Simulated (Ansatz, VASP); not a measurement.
**Ti2C: VASP beside Ansatz**

```
Ti C
1.0
     1.54070    0.88952    4.81377
    -1.54070    0.88952    4.81377
     0.00000   -1.77905    4.81377
Ti C
2 1
Direct
  0.24550 0.24550 0.24550
  0.75450 0.75450 0.75450
  0.50000 0.50000 0.50000
```

Alike in both runs: task single point; functional r2SCAN; k mesh 9 × 9 × 9; occupations gaussian, width 0.01 eV; no spin polarisation.

|  | VASP | Ansatz |
| --- | --- | --- |
| version | VASP 6.6.1 | Ansatz 0.2.0 |
| potentials or method | VASP PAW PBE potentials, release 64 (Ti_sv, C), cutoff 520 eV | scalar-relativistic, plane waves, PAW |
| valence electrons in the cell | 28 | 28 |

```csv
,VASP,Ansatz,Ansatz less VASP
gap on the k mesh at the Fermi level (eV),none,none,-
pressure (GPa),0.2,-0.5,-0.71
"traceless stress, the component that is largest in VASP (GPa)",0.16,0.23,+0.066
rms of the force components (eV/Å),0.004,0.033,+0.0289
```

VASP's potentials were made for PBE, not for r2SCAN. Atom by atom the forces differ by 0.037 eV/Å (rms over components). A gap of «none» marks a metal or a gap that the smearing closes.
